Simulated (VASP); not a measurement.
Input of a VASP 6.6.1 run:

File INCAR:

```
  ALGO = Normal
  EDIFF = 1E-6
  ENCUT = 520
  GGA = PE
  ISIF = 2
  ISMEAR = 0
  LASPH = T
  LCHARG = F
  LREAL = F
  LWAVE = F
  NBANDS = 17
  NELM = 60
  PREC = Accurate
  SIGMA = 0.1
```

File KPOINTS:

```
k-points
0
Gamma
  3 3 6
```

Contents of POSCAR:

```
Si3Te
1.0
    5.9230620292      0.0000000000      0.0000000000
   -2.9615310146      5.1295221855      0.0000000000
    0.0000000000      0.0000000000      2.6439404067
Si Te
3 1
Direct
    0.5000000000      0.0000000000      0.0000000000
    0.0000000000      0.5000000000      0.0000000000
    0.5000000000      0.5000000000      0.0000000000
    0.0000000000      0.0000000000      0.0000000000
```

Potentials or basis: VASP PAW PBE potentials, release 64 (Si, Te).

Command:

```bash
$ cat potpaw_PBE.64/Si/POTCAR potpaw_PBE.64/Te/POTCAR > POTCAR
$ mpirun -np 1 vasp_std > vasp.out
```

(1) Predict the band gap on the k mesh.

(2) What does it give for the pressure?

Answers

(1) zero (bands 9 and 10 overlap by 4.82 eV).

(2) -0.2 GPa.

Caveat: the k points lie up to 0.41 Å⁻¹ apart, too coarse for converged energies and pressures of a metal; spin-orbit coupling is left out, which moves the levels of the heavy elements.
